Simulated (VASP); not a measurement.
# KBr (Fm-3m) in VASP: a series of runs

The runs below take KBr through single point, with PBE.

Program: VASP 6.6.1. These are calculated values, not measurements. Logs are shortened: lines on timing, memory, paths and dates and some standing lists are left out, and cuts for length are marked.

**1. The cell of the first run**

It takes space group Fm-3m (No. 225, cubic). The conventional cell has a = 6.771 Å, b = 6.771 Å, c = 6.771 Å, α = 90.00°, β = 90.00°, γ = 90.00°. Within 4.5 Å of K (site symmetry m-3m) lie 6 Br at 3.39 Å. Br (site symmetry m-3m) has 6 K at 3.39 Å within 4.5 Å.

**2. Single point, PBE (38.81 Å³/atom)**

INCAR

```
SYSTEM = KBr
PREC = Accurate
ENCUT = 520
EDIFF = 1E-7
ISMEAR = 0
SIGMA = 0.02
LREAL = .False.
LASPH = .True.
NELM = 100
ALGO = Normal
ISIF = 2
LWAVE = .False.
LCHARG = .False.
GGA = PE
NBANDS = 15
```

KPOINTS

```
Automatic mesh
0
Gamma
  6 6 6
  0 0 0
```

POSCAR

```
KBr
1.0
    0.0000000000      3.3857438036      3.3857438036
    3.3857438036      0.0000000000      3.3857438036
    3.3857438036      3.3857438036      0.0000000000
K Br
1 1
Direct
    0.5000000000      0.5000000000      0.5000000000
    0.0000000000      0.0000000000      0.0000000000
```

Potentials or basis: VASP PAW PBE potentials, release 64 (K_sv, Br).

On the command line:

```console
cat potpaw_PBE.64/K_sv/POTCAR potpaw_PBE.64/Br/POTCAR > POTCAR
mpirun -np 1 vasp_std > vasp.out
```

OUTCAR:

```text
SYSTEM = KBr
   PREC = Accurate
   ENCUT = 520
   EDIFF = 1E-7
   ISMEAR = 0
   LREAL = .False.
   LASPH = .True.
   NELM = 100
   ISIF = 2
   GGA = PE

 ion  position               nearest neighbor table
   1  0.500  0.500  0.500-
   2  0.000  0.000  0.000-

  LATTYP: Found a face centered cubic cell.
 ALAT       =     6.7714876072

  Lattice vectors:

 A1 = (   0.0000000000,   3.3857438036,   3.3857438036)
 A2 = (   3.3857438036,   0.0000000000,   3.3857438036)
 A3 = (   3.3857438036,   3.3857438036,   0.0000000000)

Analysis of symmetry for initial positions (statically):
=====================================================================
 Subroutine PRICEL returns:
 Original cell was already a primitive cell.

 Routine SETGRP: Setting up the symmetry group for a
 face centered cubic supercell.

 Subroutine GETGRP returns: Found 48 space group operations
 (whereof 48 operations were pure point group operations)
 out of a pool of 48 trial point group operations.

The static configuration has the point symmetry O_h .

Analysis of symmetry for dynamics (positions and initial velocities):
=====================================================================
 Subroutine PRICEL returns:
 Original cell was already a primitive cell.

 Routine SETGRP: Setting up the symmetry group for a
 face centered cubic supercell.

 Subroutine GETGRP returns: Found 48 space group operations
 (whereof 48 operations were pure point group operations)
 out of a pool of 48 trial point group operations.

The dynamic configuration has the point symmetry O_h .

 Subroutine INISYM returns: Found 48 space group operations
 (whereof 48 operations are pure point group operations),
 and found     1 'primitive' translations

----------------------------------------------------------------------------------------

                                     Primitive cell

  volume of cell :      77.6233

  direct lattice vectors                    reciprocal lattice vectors
     0.000000000  3.385743804  3.385743804    -0.147678037  0.147678037  0.147678037
     3.385743804  0.000000000  3.385743804     0.147678037 -0.147678037  0.147678037
     3.385743804  3.385743804  0.000000000     0.147678037  0.147678037 -0.147678037

  length of vectors
     4.788164806  4.788164806  4.788164806     0.255785864  0.255785864  0.255785864

  position of ions in fractional coordinates (direct lattice)
     0.500000000  0.500000000  0.500000000
     0.000000000  0.000000000  0.000000000

  ion indices of the primitive-cell ions
   primitive index   ion index
                 1           1
                 2           2

----------------------------------------------------------------------------------------

 KPOINTS: Automatic mesh

Automatic generation of k-mesh.
 Grid dimensions read from file:
 generate k-points for:    6    6    6

 Generating k-lattice:

  Cartesian coordinates                     Fractional coordinates (reciprocal lattice)
    -0.024613006  0.024613006  0.024613006     0.166666667  0.000000000  0.000000000
     0.024613006 -0.024613006  0.024613006     0.000000000  0.166666667  0.000000000
     0.024613006  0.024613006 -0.024613006     0.000000000  0.000000000  0.166666667

  Length of vectors
     0.042630977  0.042630977  0.042630977

  Shift w.r.t. Gamma in fractional coordinates (k-lattice)
     0.000000000  0.000000000  0.000000000

 Subroutine IBZKPT returns following result:
 ===========================================

 Found     16 irreducible k-points:

 Following reciprocal coordinates:
            Coordinates               Weight
  0.000000  0.000000  0.000000      1.000000
  0.166667  0.000000  0.000000      8.000000
  0.333333  0.000000  0.000000      8.000000
  0.500000  0.000000  0.000000      4.000000
  0.166667  0.166667  0.000000      6.000000
  0.333333  0.166667  0.000000     24.000000
[... 8 lines left out ...]
 -0.333333  0.333333  0.166667     24.000000
 -0.333333  0.500000  0.166667     12.000000
   k-points           NKPTS =     16   k-points in BZ     NKDIM =     16   number of bands    NBANDS=     15
   number of dos      NEDOS =    301   number of ions     NIONS =      2
   total plane-waves  NPLWV =  46656
   dimension x,y,z NGX =    36 NGY =   36 NGZ =   36
   dimension x,y,z NGXF=    72 NGYF=   72 NGZF=   72
   ions per type =               1   1
   NGX,Y,Z   is equivalent  to a cutoff of  12.50, 12.50, 12.50 a.u.
   NGXF,Y,Z  is equivalent  to a cutoff of  25.00, 25.00, 25.00 a.u.
 SYSTEM =  KBr
   PREC   = accura    normal or accurate (medium, high low for compatibility)
   ISTART =      0    job   : 0-new  1-cont  2-samecut
   ICHARG =      2    charge: 1-file 2-atom 10-const
   ISPIN  =      1    spin polarized calculation?
   LNONCOLLINEAR =      F non collinear calculations
   LSORBIT =      F    spin-orbit coupling
   LASPH  =      T    aspherical Exc in radial PAW
   ENCUT  =  520.0 eV  38.22 Ry    6.18 a.u.   8.90  8.90  8.90*2*pi/ulx,y,z
   NELM   =    100;   NELMIN=  2; NELMDL= -5     # of ELM steps
   EDIFF  = 0.1E-06   stopping-criterion for ELM
   LREAL  =      F    real-space projection
   EDIFFG = 0.1E-05   stopping-criterion for IOM
   NSW    =      0    number of steps for IOM
   IBRION =     -1    ionic relax: 0-MD 1-quasi-New 2-CG
   NFREE  =      0    steps in history (QN), initial steepest desc. (CG)
   ISIF   =      2    stress and relaxation
   ISYM   =      2    0-nonsym 1-usesym 2-fastsym
   POTIM  = 0.5000    time-step for ionic-motion
   TEBEG  =    0.0;   TEEND  =   0.0 temperature during run
   PSTRESS=    0.0 pullay stress
   NELECT =      16.0000    total number of electrons
   NUPDOWN=      -1.0000    fix difference up-down
   EMIN   =  10.00;   EMAX   =-10.00  energy-range for DOS
   EFERMI =   0.00;   METHOD = LEGACY
   ISMEAR =     0;   SIGMA  =   0.02  broadening in eV -4-tet -1-fermi 0-gaus
   EFERMI_NEDOS =   21; number of points for ismear=-14 and -15
   IALGO  =     38    algorithm
   IMIX   =      4    mixing-type and parameters
     AMIX     =   0.40;   BMIX     =  1.00
     AMIX_MAG =   1.60;   BMIX_MAG =  1.00
  volume/ion in A,a.u.               =      38.81       261.91
  Fermi-wavevector in a.u.,A,eV,Ry     =   0.967054  1.827467 12.724080  0.935193
  Thomas-Fermi vector in A             =   2.096907
   LORBIT       =      0    0 simple, 1 ext, 2 COOP (PROOUT), +10 PAW based schemes
   GGA     = PE    functional components
   LHFCALC =     F    Hartree Fock is set to
   AEXX    =    0.0000 exact exchange contribution
   IVDW    =     0    specifies the selected vdW correction
   LEPSILON=     F    determine dielectric tensor
   LRPA    =     F    only Hartree local field effects (RPA)
 non-spin polarized calculation
 Gauss-broadening in eV      SIGMA  =   0.02
  energy-cutoff  :      520.00
  volume of cell :       77.62
 maximum number of plane-waves:      2114
   NGX = 17   NGY = 17   NGZ = 17

 number of electron      16.0000004 magnetization

 Free energy of the ion-electron system (eV)
  ---------------------------------------------------
  ext. energy  EPLUGINS =         0.00000000
  ---------------------------------------------------
  free energy    TOTEN  =        -6.22151159 eV

  energy without entropy =       -6.22151159  energy(sigma->0) =       -6.22151159

 E-fermi :  -1.8684     XC(G=0):  -7.0683

 val. band max:       -2.0278505631   @ k =   0.0000   0.0000   0.0000
 cond. band min:       2.2084845418   @ k =   0.0000   0.0000   0.0000
 fundamental gap:      4.2363351049
 Fermi energy:        -1.8683667296

 k-point     1 :       0.0000    0.0000    0.0000
  band No.  band energies     occupation
      1     -29.9815      2.00000
      2     -14.2331      2.00000
      3     -13.4528      2.00000
      4     -13.4528      2.00000
      5     -13.4528      2.00000
      6      -2.0279      2.00000
      7      -2.0279      2.00000
      8      -2.0279      2.00000
      9       2.2085      0.00000
     10       5.5487      0.00000
     11       5.5487      0.00000
     12       5.5487      0.00000
     13       6.3252      0.00000
     14       6.3252      0.00000
     15       9.3673      0.00000

 k-point     2 :       0.1667    0.0000    0.0000
  band No.  band energies     occupation
      1     -29.9806      2.00000
      2     -14.2815      2.00000
      3     -13.4540      2.00000
      4     -13.4540      2.00000
      5     -13.3909      2.00000
      6      -2.3468      2.00000
      7      -2.1005      2.00000
      8      -2.1005      2.00000
      9       2.8176      0.00000
     10       5.3938      0.00000
     11       5.8489      0.00000
     12       5.8489      0.00000
     13       6.6391      0.00000
     14       6.6391      0.00000
     15      10.1657      0.00000

 k-point     3 :       0.3333    0.0000    0.0000
  band No.  band energies     occupation
      1     -29.9788      2.00000
      2     -14.3622      2.00000
      3     -13.4562      2.00000
      4     -13.4562      2.00000
      5     -13.2828      2.00000
      6      -2.8508      2.00000
      7      -2.2380      2.00000
      8      -2.2380      2.00000
      9       3.9340      0.00000
     10       5.5128      0.00000
     11       6.6493      0.00000
     12       6.6493      0.00000
     13       7.4321      0.00000
     14       7.4321      0.00000
     15       9.0372      0.00000
[... 199 lines left out ...]
 k-point    15 :      -0.3333    0.3333    0.1667
  band No.  band energies     occupation
      1     -29.9771      2.00000
      2     -14.2867      2.00000
      3     -13.4881      2.00000
      4     -13.4785      2.00000
      5     -13.3375      2.00000
      6      -2.7574      2.00000
      7      -2.4952      2.00000
      8      -2.3687      2.00000
      9       5.0452      0.00000
     10       5.4316      0.00000
     11       6.2008      0.00000
     12       6.8537      0.00000
     13       8.0564      0.00000
     14       8.3123      0.00000
     15       8.6356      0.00000

 k-point    16 :      -0.3333    0.5000    0.1667
  band No.  band energies     occupation
      1     -29.9768      2.00000
      2     -14.2225      2.00000
      3     -13.5081      2.00000
      4     -13.4886      2.00000
      5     -13.3927      2.00000
      6      -2.6637      2.00000
      7      -2.4408      2.00000
      8      -2.4294      2.00000
      9       4.5599      0.00000
     10       5.5807      0.00000
     11       6.0612      0.00000
     12       6.9126      0.00000
     13       7.7482      0.00000
     14       8.5017      0.00000
     15       8.9084      0.00000

------------------------ aborting loop because EDIFF is reached ----------------------------------------

  FORCE on cell =-STRESS in cart. coord.  units (eV):
  Direction    XX          YY          ZZ          XY          YZ          ZX
  --------------------------------------------------------------------------------------
  -------------------------------------------------------------------------------------
  Total       -0.1684686     -0.1684686     -0.1684686      0.0000000      0.0000000     -0.0000000
  in kB       -3.4772601     -3.4772601     -3.4772601      0.0000000      0.0000000     -0.0000000
  external PRESSURE =      -3.4772601 kB  Pullay stress =       0.0000000 kB

 VOLUME and BASIS-vectors are now :
 -----------------------------------------------------------------------------
  energy-cutoff  :      520.00
  volume of cell :       77.62
      direct lattice vectors                 reciprocal lattice vectors
     0.000000000  3.385743804  3.385743804    -0.147678037  0.147678037  0.147678037
     3.385743804  0.000000000  3.385743804     0.147678037 -0.147678037  0.147678037
     3.385743804  3.385743804  0.000000000     0.147678037  0.147678037 -0.147678037

 POSITION                                       TOTAL-FORCE (eV/Angst)
 -----------------------------------------------------------------------------------
      3.38574      3.38574      3.38574         0.000000      0.000000     -0.000000
      0.00000      0.00000      0.00000        -0.000000     -0.000000      0.000000
 -----------------------------------------------------------------------------------
    total drift:                                0.000000      0.000000      0.000000

  FREE ENERGIE OF THE ION-ELECTRON SYSTEM (eV)
  ---------------------------------------------------
  free  energy   TOTEN  =        -6.2215115934 eV

  energy  without entropy=       -6.2215115934  energy(sigma->0) =       -6.22151159
```

Wall time 49 s (1 thread of Intel Xeon 8259CL, shared host); peak memory 0.21 GiB.

What came out:

| Item | Value |
| --- | --- |
| Free energy | -6.2215 eV |
| Pressure | -0.3 GPa |
| Band gap on the k mesh | 4.24 eV |

**3. Single point, PBE (39.94 Å³/atom)**

This run uses another cell than the first one, of 39.94 Å³/atom.

INCAR

```
SYSTEM = KBr
ALGO = Normal ; EDIFF = 1E-6
ENCUT = 520 ; GGA = PE
ISIF = 2 ; ISMEAR = 0
LASPH = .TRUE. ; LCHARG = .FALSE.
LREAL = .FALSE. ; LWAVE = .FALSE.
NBANDS = 15 ; NELM = 80
PREC = Accurate ; SIGMA = 0.02
```

KPOINTS

```
k-points
0
G
  6 6 6
  0 0 0
```

POSCAR

```
KBr
1.0
    0.0000000000      3.4183010297      3.4183010297
    3.4183010297      0.0000000000      3.4183010297
    3.4183010297      3.4183010297      0.0000000000
K Br
1 1
Direct
    0.5000000000      0.5000000000      0.5000000000
    0.0000000000      0.0000000000      0.0000000000
```

Potentials or basis: VASP PAW PBE potentials, release 64 (K_sv, Br).

On the command line:

```console
cat potpaw_PBE.64/K_sv/POTCAR potpaw_PBE.64/Br/POTCAR > POTCAR
mpirun -np 1 vasp_std > vasp.out
```

OUTCAR:

```text
SYSTEM = KBr
   EDIFF = 1E-6
   ENCUT = 520
   GGA = PE
   ISIF = 2
   ISMEAR = 0
   LASPH = .TRUE.
   LREAL = .FALSE.
   NELM = 80
   PREC = Accurate

 ion  position               nearest neighbor table
   1  0.500  0.500  0.500-
   2  0.000  0.000  0.000-

  LATTYP: Found a face centered cubic cell.
 ALAT       =     6.8366020594

  Lattice vectors:

 A1 = (   0.0000000000,   3.4183010297,   3.4183010297)
[... 460 lines left out ...]
     14       8.3029      0.00000
     15       8.6698      0.00000

------------------------ aborting loop because EDIFF is reached ----------------------------------------

  FORCE on cell =-STRESS in cart. coord.  units (eV):
  Direction    XX          YY          ZZ          XY          YZ          ZX
  --------------------------------------------------------------------------------------
  -------------------------------------------------------------------------------------
  Total       -0.3304377     -0.3304377     -0.3304377      0.0000000     -0.0000000      0.0000000
  in kB       -6.6273406     -6.6273406     -6.6273406      0.0000000     -0.0000000      0.0000000
  external PRESSURE =      -6.6273406 kB  Pullay stress =       0.0000000 kB

 VOLUME and BASIS-vectors are now :
 -----------------------------------------------------------------------------
  energy-cutoff  :      520.00
  volume of cell :       79.88
      direct lattice vectors                 reciprocal lattice vectors
     0.000000000  3.418301030  3.418301030    -0.146271494  0.146271494  0.146271494
     3.418301030  0.000000000  3.418301030     0.146271494 -0.146271494  0.146271494
     3.418301030  3.418301030  0.000000000     0.146271494  0.146271494 -0.146271494

 POSITION                                       TOTAL-FORCE (eV/Angst)
 -----------------------------------------------------------------------------------
      3.41830      3.41830      3.41830        -0.000000      0.000000     -0.000000
      0.00000      0.00000      0.00000         0.000000     -0.000000      0.000000
 -----------------------------------------------------------------------------------
    total drift:                                0.000000      0.000000      0.000000

  FREE ENERGIE OF THE ION-ELECTRON SYSTEM (eV)
  ---------------------------------------------------
  free  energy   TOTEN  =        -6.2145392579 eV

  energy  without entropy=       -6.2145392579  energy(sigma->0) =       -6.21453926
```

OSZICAR:

```text
N       E                     dE             d eps       ncg     rms          rms(c)
DAV:   1     0.916697312289E+02    0.91670E+02   -0.67396E+03   480   0.898E+02
DAV:   2     0.697270829024E+00   -0.90972E+02   -0.83883E+02   613   0.228E+02
DAV:   3    -0.613155015446E+01   -0.68288E+01   -0.67917E+01   853   0.501E+01
DAV:   4    -0.641269519711E+01   -0.28115E+00   -0.28106E+00   647   0.622E+00
DAV:   5    -0.641594681071E+01   -0.32516E-02   -0.32516E-02   757   0.674E-01    0.266E+00
DAV:   6    -0.621805284505E+01    0.19789E+00   -0.24676E-01   599   0.226E+00    0.190E+00
DAV:   7    -0.620274213147E+01    0.15311E-01   -0.11486E-01   655   0.176E+00    0.927E-01
DAV:   8    -0.621330743755E+01   -0.10565E-01   -0.14919E-02   561   0.827E-01    0.117E-01
DAV:   9    -0.621421124779E+01   -0.90381E-03   -0.10581E-03   634   0.197E-01    0.837E-02
DAV:  10    -0.621452432462E+01   -0.31308E-03   -0.34158E-04   530   0.108E-01    0.163E-02
DAV:  11    -0.621453587489E+01   -0.11550E-04   -0.28378E-05   682   0.272E-02    0.477E-03
DAV:  12    -0.621453890187E+01   -0.30270E-05   -0.37072E-06   542   0.131E-02    0.327E-03
DAV:  13    -0.621453925794E+01   -0.35607E-06   -0.62993E-07   506   0.417E-03
   1 F= -.62145393E+01 E0= -.62145393E+01  d E =-.964663E-43
```

Wall time 41 s (1 thread of Intel Xeon 8259CL, shared host); peak memory 0.2 GiB.

Results:

* Free energy: -6.2145 eV
* Pressure: -0.7 GPa
* Band gap on the k mesh: 4.17 eV

**4. Single point, PBE (41.45 Å³/atom)**

This run uses another cell than the first one, of 41.45 Å³/atom.

INCAR

```
  PREC = Accurate
  ENCUT = 520
  EDIFF = 1E-7
  ISMEAR = 0
  SIGMA = 0.02
  LREAL = False
  LASPH = True
  NELM = 80
  ALGO = Normal
  ISIF = 2
  LWAVE = False
  LCHARG = False
  GGA = PE
  NBANDS = 15
```

KPOINTS

```
Automatic mesh
0
Gamma
  6 6 6
```

POSCAR

```
KBr
1.0
    0.0000000000      3.4607687389      3.4607687389
    3.4607687389      0.0000000000      3.4607687389
    3.4607687389      3.4607687389      0.0000000000
K Br
1 1
Direct
    0.5000000000      0.5000000000      0.5000000000
    0.0000000000      0.0000000000      0.0000000000
```

On the command line:

```console
cat potpaw_PBE.64/K_sv/POTCAR potpaw_PBE.64/Br/POTCAR > POTCAR
mpirun -np 1 vasp_std > vasp.out
```

Wall time 44 s (1 thread of Intel Xeon 8259CL, shared host); peak memory 0.21 GiB.

The run converged. Its results:

- Free energy: -6.1990 eV
- Pressure: -1.0 GPa
- Band gap on the k mesh: 4.08 eV

Levels at points of the mesh, in eV from the valence-band top:
| k point | band 4 | band 5 | band 6 | band 7 | band 8 | band 9 | band 10 | band 11 | band 12 | band 13 |
| --- | --- | --- | --- | --- | --- | --- | --- | --- | --- | --- |
| (0.00, 0.00, 0.00) | -11.58 | -11.58 | 0.00 | 0.00 | 0.00 | 4.08 | 7.54 | 7.54 | 7.54 | 8.28 |
| (0.50, 0.00, 0.00) | -11.58 | -11.37 | -0.92 | -0.23 | -0.23 | 6.28 | 7.67 | 9.36 | 9.36 | 9.62 |
| (0.50, 0.50, 0.00) | -11.60 | -11.60 | -0.67 | -0.24 | -0.24 | 5.98 | 6.69 | 8.74 | 9.10 | 9.15 |

**5. The runs side by side**

```csv
cell,gap on the mesh (eV),pressure (GPa)
"a = 4.788 Å, angles 60.0°, 2 atoms",4.24,-0.3
"a = 4.834 Å, angles 60.0°, 2 atoms",4.17,-0.7
"a = 4.894 Å, angles 60.0°, 2 atoms",4.08,-1.0
```

Alike in all rows: task single point; level PBE; potentials or basis VASP PAW PBE potentials, release 64 (K_sv, Br); no spin polarisation; k mesh 6 × 6 × 6; cutoff (eV) 520; smearing gaussian 0.02 eV.

Absolute energies hang on the potentials; compare differences alone.
